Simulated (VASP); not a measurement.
Set up this calculation in VASP 6.6.1, as the native input.

```
Task                   : single point
Functional             : r2SCAN
Potentials or basis    : VASP PAW PBE potentials, release 64 (B)
Cutoff                 : 520 eV
k mesh                 : 6 × 6 × 8
Occupations            : gaussian, width 0.1 eV
Spin                   : no spin polarisation
Dipole correction      : no
Further INCAR settings : ALGO = Normal; EDIFF = 1e-06; NBANDS = 12
```

Crystal: B.

```
CELL_PARAMETERS angstrom
3.33093 0.00000 0.00000
-1.66547 2.88467 0.00000
0.00000 0.00000 1.90811
ATOMIC_POSITIONS crystal
B 0.00000 0.00000 0.00000
B 0.33333 0.66667 0.50000
B 0.66667 0.33333 0.50000
```

One way to write it, as run:

POSCAR

```
B
1.0
    3.3309331010      0.0000000000      0.0000000000
   -1.6654665505      2.8846726838      0.0000000000
    0.0000000000      0.0000000000      1.9081102800
B
3
Direct
    0.0000000000      0.0000000000      0.0000000000
    0.3333333333      0.6666666667      0.5000000000
    0.6666666667      0.3333333333      0.5000000000
```

INCAR.step1

```
  ALGO = Normal
  EDIFF = 1E-4
  ENCUT = 520
  GGA = PE
  ISMEAR = 0
  LASPH = T
  LCHARG = F
  LREAL = F
  LWAVE = T
  NBANDS = 12
  NELM = 60
  PREC = Accurate
  SIGMA = 0.1
```

INCAR.step2

```
  ALGO = Normal
  EDIFF = 1E-6
  ENCUT = 520
  ISIF = 2
  ISMEAR = 0
  ISTART = 1
  LASPH = T
  LCHARG = F
  LMIXTAU = T
  LREAL = F
  LWAVE = F
  METAGGA = R2SCAN
  NBANDS = 12
  NELM = 60
  PREC = Accurate
  SIGMA = 0.1
```

KPOINTS

```
k-points
0
Gamma
  6 6 8
```

Potentials or basis: VASP PAW PBE potentials, release 64 (B).

The run is started by

```bash
$ cat potpaw_PBE.64/B/POTCAR > POTCAR
$ cp INCAR.step1 INCAR
$ mpirun -np 1 vasp_std > vasp.out
$ cp INCAR.step2 INCAR
$ mpirun -np 1 vasp_std > vasp.out
```

Results of the run:

```
Pressure : -0.2 GPa
```

Caveat: the k points lie up to 0.41 Å⁻¹ apart; the PAW data sets were made with another functional, which shifts forces and pressure a little.

Wall time 13 s on 1 thread of Intel(R) Xeon(R) 6975P-C (Granite Rapids), on a shared host, peak memory 0.12 GiB.
